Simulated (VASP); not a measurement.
# MgO (P-6m2) in VASP: notebook

The runs below take MgO through single point, with r2SCAN+D3(BJ).

Program: VASP 6.6.1. These are calculated values, not measurements. Logs are shortened: lines on timing, memory, paths and dates and some standing lists are left out, and cuts for length are marked.

## 1. The cell of the first run

Symmetry: P-6m2, No. 187, hexagonal system. The conventional cell has a = 2.938 Å, b = 2.938 Å, c = 2.680 Å, α = 90.00°, β = 90.00°, γ = 120.00°. Within 2.9 Å of Mg (site symmetry -6m2) lie 6 O at 2.16 Å and 2 Mg at 2.68 Å. Within 2.9 Å of O (site symmetry -6m2) lie 6 Mg at 2.16 Å and 2 O at 2.68 Å.

## 2. Single point, r2SCAN+D3(BJ)

File POSCAR:

```
MgO
1.0
    2.9380210000      0.0000000000      0.0000000000
   -1.4690100000      2.5444010000      0.0000000000
    0.0000000000      0.0000000000      2.6796800000
Mg O
1 1
Direct
    0.0000000000      0.0000000000      0.0000000000
    0.3333333333      0.6666666667      0.5000000000
```

File INCAR.step1:

```
PREC     = Accurate       # precision mode
ENCUT    = 520            # plane-wave cutoff, eV
ISMEAR   = 0              # smearing method
SIGMA    = 0.01           # smearing width, eV
LREAL    = F              # projectors in reciprocal space
LASPH    = T              # aspherical terms in the spheres
NELM     = 100            # most SCF steps
NBANDS   = 11             # bands
GGA      = PE             # functional
ALGO     = Normal         # electronic algorithm
EDIFF    = 1E-4           # SCF threshold, eV
LWAVE    = T              # write WAVECAR
LCHARG   = F              # write CHGCAR
```

File INCAR.step2:

```
PREC     = Accurate       # precision mode
ENCUT    = 520            # plane-wave cutoff, eV
EDIFF    = 1E-6           # SCF threshold, eV
ISMEAR   = 0              # smearing method
SIGMA    = 0.01           # smearing width, eV
LREAL    = F              # projectors in reciprocal space
LASPH    = T              # aspherical terms in the spheres
NELM     = 100            # most SCF steps
ALGO     = Normal         # electronic algorithm
ISIF     = 2              # what is computed and relaxed
LWAVE    = F              # write WAVECAR
LCHARG   = F              # write CHGCAR
METAGGA  = R2SCAN         # meta-GGA
LMIXTAU  = T            
IVDW     = 12             # dispersion correction
VDW_S6   = 1.0          
VDW_S8   = 0.78981345   
VDW_A1   = 0.49484001   
VDW_A2   = 5.73083694   
NBANDS   = 11             # bands
ISTART   = 1
```

File KPOINTS:

```
Automatic mesh
0
Gamma
  5 5 5
```

Potentials or basis: VASP PAW PBE potentials, release 64 (Mg, O).

Run with:

```bash
cat potpaw_PBE.64/Mg/POTCAR potpaw_PBE.64/O/POTCAR > POTCAR
cp INCAR.step1 INCAR
mpirun -np 1 vasp_std > vasp.out
cp INCAR.step2 INCAR
mpirun -np 1 vasp_std > vasp.out
```

OUTCAR:

```text
PREC = Accurate
   ENCUT = 520
   EDIFF = 1E-6
   ISMEAR = 0
   LREAL = F
   LASPH = T
   NELM = 100
   ISIF = 2
   METAGGA = R2SCAN
   IVDW = 12
   ISTART = 1
 IVDW          = 12

 ion  position               nearest neighbor table
   1  0.000  0.000  0.000-   2 2.16   2 2.16   2 2.16   2 2.16   2 2.16   2 2.16
   2  0.333  0.667  0.500-   1 2.16   1 2.16   1 2.16   1 2.16   1 2.16   1 2.16

  LATTYP: Found a hexagonal cell.
 ALAT       =     2.9380210000
 C/A-ratio  =     0.9120697231

  Lattice vectors:

 A1 = (   2.9380210000,   0.0000000000,   0.0000000000)
 A2 = (  -1.4690100000,   2.5444010000,   0.0000000000)
 A3 = (   0.0000000000,   0.0000000000,   2.6796800000)

Analysis of symmetry for initial positions (statically):
=====================================================================
 Subroutine PRICEL returns:
 Original cell was already a primitive cell.

 Routine SETGRP: Setting up the symmetry group for a
 hexagonal supercell.

 Subroutine GETGRP returns: Found 12 space group operations
 (whereof 12 operations were pure point group operations)
 out of a pool of 24 trial point group operations.

The static configuration has the point symmetry D_3h.

Analysis of symmetry for dynamics (positions and initial velocities):
=====================================================================
 Subroutine PRICEL returns:
 Original cell was already a primitive cell.

 Routine SETGRP: Setting up the symmetry group for a
 hexagonal supercell.

 Subroutine GETGRP returns: Found 12 space group operations
 (whereof 12 operations were pure point group operations)
 out of a pool of 24 trial point group operations.

The dynamic configuration has the point symmetry D_3h.

 Subroutine INISYM returns: Found 12 space group operations
 (whereof 12 operations are pure point group operations),
 and found     1 'primitive' translations

----------------------------------------------------------------------------------------

                                     Primitive cell

  volume of cell :      20.0320

  direct lattice vectors                    reciprocal lattice vectors
     2.938021000  0.000000000  0.000000000     0.340365164  0.196509839  0.000000000
    -1.469010000  2.544401000  0.000000000     0.000000000  0.393019811  0.000000000
     0.000000000  0.000000000  2.679680000     0.000000000  0.000000000  0.373178887

  length of vectors
     2.938021000  2.938020903  2.679680000     0.393019798  0.393019811  0.373178887
[... 78 lines left out ...]
   ISYM   =      2    0-nonsym 1-usesym 2-fastsym
   POTIM  = 0.5000    time-step for ionic-motion
   TEBEG  =    0.0;   TEEND  =   0.0 temperature during run
   PSTRESS=    0.0 pullay stress
   NELECT =       8.0000    total number of electrons
   NUPDOWN=      -1.0000    fix difference up-down
   EMIN   =  10.00;   EMAX   =-10.00  energy-range for DOS
   EFERMI =   0.00;   METHOD = LEGACY
   ISMEAR =     0;   SIGMA  =   0.01  broadening in eV -4-tet -1-fermi 0-gaus
   EFERMI_NEDOS =   21; number of points for ismear=-14 and -15
   IALGO  =     38    algorithm
   IMIX   =      4    mixing-type and parameters
     AMIX     =   0.40;   BMIX     =  1.00
     AMIX_MAG =   1.60;   BMIX_MAG =  1.00
  volume/ion in A,a.u.               =      10.02        67.59
  Fermi-wavevector in a.u.,A,eV,Ry     =   1.205583  2.278221 19.775113  1.453430
  Thomas-Fermi vector in A             =   2.341275
   LORBIT       =      0    0 simple, 1 ext, 2 COOP (PROOUT), +10 PAW based schemes
   METAGGA = R2SCAN    functional components
   LHFCALC =     F    Hartree Fock is set to
   AEXX    =    0.0000 exact exchange contribution
   IVDW    =    12    specifies the selected vdW correction
   LEPSILON=     F    determine dielectric tensor
   LRPA    =     F    only Hartree local field effects (RPA)
 non-spin polarized calculation
 Gauss-broadening in eV      SIGMA  =   0.01
  energy-cutoff  :      520.00
  volume of cell :       20.03
 maximum number of plane-waves:       562
 NGX is ok and might be reduce to    24
   NGX = 11   NGY = 11   NGZ =  9

 number of electron       7.9999996 magnetization

 Free energy of the ion-electron system (eV)
  ---------------------------------------------------
  ext. energy  EPLUGINS =         0.00000000
  ---------------------------------------------------
  free energy    TOTEN  =       -15.39373893 eV

  energy without entropy =      -15.39373893  energy(sigma->0) =      -15.39373893

 E-fermi :   3.0238     XC(G=0): -11.2150

 val. band max:        2.9332437312   @ k =   0.4000   0.2000   0.0000
 cond. band min:       6.7064906070   @ k =   0.0000   0.0000   0.0000
 fundamental gap:      3.7732468758
 Fermi energy:         3.0237947338

 k-point     1 :       0.0000    0.0000    0.0000
  band No.  band energies     occupation
      1     -15.4440      2.00000
      2       2.3271      2.00000
      3       2.3271      2.00000
      4       2.5410      2.00000
      5       6.7065      0.00000
      6      15.8290      0.00000
      7      19.5168      0.00000
      8      19.5169      0.00000
      9      24.0467      0.00000
     10      25.1577      0.00000
     11      26.9197      0.00000
[... 183 lines left out ...]
 k-point    15 :       0.4000    0.2000    0.4000
  band No.  band energies     occupation
      1     -13.7068      2.00000
      2      -0.4143      2.00000
      3      -0.2757      2.00000
      4       1.1523      2.00000
      5      10.1617      0.00000
      6      15.2377      0.00000
      7      17.1811      0.00000
      8      18.8553      0.00000
      9      20.3887      0.00000
     10      25.7828      0.00000
     11      28.1988      0.00000

------------------------ aborting loop because EDIFF is reached ----------------------------------------

 Edisp (eV)   -0.25860

 E8    (eV) :    -0.0783

  FORCE on cell =-STRESS in cart. coord.  units (eV):
  Direction    XX          YY          ZZ          XY          YZ          ZX
  --------------------------------------------------------------------------------------
  -------------------------------------------------------------------------------------
  Total      -1.00218    -1.00218    -1.13531    -0.00000     0.00000     0.00000
  in kB     -80.15535   -80.15536   -90.80321    -0.00002     0.00000     0.00000
  external pressure =      -83.70 kB  Pullay stress =        0.00 kB

 VOLUME and BASIS-vectors are now :
 -----------------------------------------------------------------------------
  energy-cutoff  :      520.00
  volume of cell :       20.03
      direct lattice vectors                 reciprocal lattice vectors
     2.938021000  0.000000000  0.000000000     0.340365164  0.196509839  0.000000000
    -1.469010000  2.544401000  0.000000000     0.000000000  0.393019811  0.000000000
     0.000000000  0.000000000  2.679680000     0.000000000  0.000000000  0.373178887

 POSITION                                       TOTAL-FORCE (eV/Angst)
 -----------------------------------------------------------------------------------
      0.00000      0.00000      0.00000        -0.000000      0.000000      0.000000
      0.00000      1.69627      1.33984         0.000000      0.000000      0.000000
 -----------------------------------------------------------------------------------
    total drift:                                0.000009     -0.000003     -0.000000

  FREE ENERGIE OF THE ION-ELECTRON SYSTEM (eV)
  ---------------------------------------------------
  free  energy   TOTEN  =       -15.6523361958 eV

  energy  without entropy=      -15.6523361958  energy(sigma->0) =      -15.65233620
```

It took 8 s on 1 thread of Intel Xeon 6975P-C (Granite Rapids), shared host; peak memory 0.14 GiB.

What came out:

| Quantity | Value |
| --- | --- |
| Free energy | -15.6523 eV |
| Pressure | -8.4 GPa |
| Band gap on the k mesh | 3.77 eV, indirect (least direct gap 4.17 eV) |
| Dispersion energy per atom | -0.129 eV |

Caveat: the k points lie up to 0.49 Å⁻¹ apart; three body term missing; the PAW data sets were made with another functional, which shifts forces and pressure a little. r2SCAN opens gaps a little over a GGA but as a rule still falls short of measured ones.

## 3. Single point, r2SCAN+D3(BJ)

POSCAR is that of step 2.

File INCAR.step1:

```
SYSTEM = MgO
PREC = Accurate ; ENCUT = 520
ISMEAR = 0 ; SIGMA = 0.01
LREAL = .FALSE. ; LASPH = .TRUE.
NELM = 100 ; NBANDS = 11
GGA = PE ; ALGO = Normal
EDIFF = 1E-4 ; LWAVE = .TRUE.
LCHARG = .FALSE.
```

File INCAR.step2:

```
SYSTEM = MgO
PREC = Accurate ; ENCUT = 520
EDIFF = 1E-6 ; ISMEAR = 0
SIGMA = 0.01 ; LREAL = .FALSE.
LASPH = .TRUE. ; NELM = 100
ALGO = Normal ; ISIF = 2
LWAVE = .FALSE. ; LCHARG = .FALSE.
METAGGA = R2SCAN ; LMIXTAU = .TRUE.
IVDW = 12 ; VDW_S6 = 1.0
VDW_S8 = 0.78981345 ; VDW_A1 = 0.49484001
VDW_A2 = 5.73083694 ; NBANDS = 11
ISTART = 1
```

File KPOINTS:

```
regular mesh
0
G
  5 5 5
  0 0 0
```

Potentials or basis: VASP PAW PBE potentials, release 64 (Mg, O).

Run with:

```bash
cat potpaw_PBE.64/Mg/POTCAR potpaw_PBE.64/O/POTCAR > POTCAR
cp INCAR.step1 INCAR
mpirun -np 1 vasp_std > vasp.out
cp INCAR.step2 INCAR
mpirun -np 1 vasp_std > vasp.out
```

OUTCAR:

```text
SYSTEM = MgO
   PREC = Accurate
   ENCUT = 520
   EDIFF = 1E-6
   ISMEAR = 0
   LREAL = .FALSE.
   LASPH = .TRUE.
   NELM = 100
   ISIF = 2
   METAGGA = R2SCAN
   IVDW = 12
   ISTART = 1
 IVDW          = 12

 ion  position               nearest neighbor table
   1  0.000  0.000  0.000-   2 2.16   2 2.16   2 2.16   2 2.16   2 2.16   2 2.16
   2  0.333  0.667  0.500-   1 2.16   1 2.16   1 2.16   1 2.16   1 2.16   1 2.16

  LATTYP: Found a hexagonal cell.
 ALAT       =     2.9380210000
 C/A-ratio  =     0.9120697231
[... 390 lines left out ...]

 Edisp (eV)   -0.25860

 E8    (eV) :    -0.0783

  FORCE on cell =-STRESS in cart. coord.  units (eV):
  Direction    XX          YY          ZZ          XY          YZ          ZX
  --------------------------------------------------------------------------------------
  -------------------------------------------------------------------------------------
  Total      -1.00218    -1.00218    -1.13531    -0.00000     0.00000     0.00000
  in kB     -80.15535   -80.15536   -90.80321    -0.00002     0.00000     0.00000
  external pressure =      -83.70 kB  Pullay stress =        0.00 kB

 VOLUME and BASIS-vectors are now :
 -----------------------------------------------------------------------------
  energy-cutoff  :      520.00
  volume of cell :       20.03
      direct lattice vectors                 reciprocal lattice vectors
     2.938021000  0.000000000  0.000000000     0.340365164  0.196509839  0.000000000
    -1.469010000  2.544401000  0.000000000     0.000000000  0.393019811  0.000000000
     0.000000000  0.000000000  2.679680000     0.000000000  0.000000000  0.373178887

 POSITION                                       TOTAL-FORCE (eV/Angst)
 -----------------------------------------------------------------------------------
      0.00000      0.00000      0.00000        -0.000000      0.000000      0.000000
      0.00000      1.69627      1.33984         0.000000      0.000000      0.000000
 -----------------------------------------------------------------------------------
    total drift:                                0.000009     -0.000003     -0.000000

  FREE ENERGIE OF THE ION-ELECTRON SYSTEM (eV)
  ---------------------------------------------------
  free  energy   TOTEN  =       -15.6523361958 eV

  energy  without entropy=      -15.6523361958  energy(sigma->0) =      -15.65233620
```

It took 7.9 s on 1 thread of Intel Xeon 6975P-C (Granite Rapids), shared host; peak memory 0.14 GiB.

Results:

```yaml
Free_energy: -15.6523 eV
Pressure: -8.4 GPa
Band_gap_on_the_k_mesh: 3.77 eV, indirect (least direct gap 4.17 eV)
Dispersion_energy_per_atom: -0.129 eV
```

Caveat: the k points lie up to 0.49 Å⁻¹ apart; three body term missing; the PAW data sets were made with another functional, which shifts forces and pressure a little. r2SCAN opens gaps a little over a GGA but as a rule still falls short of measured ones.
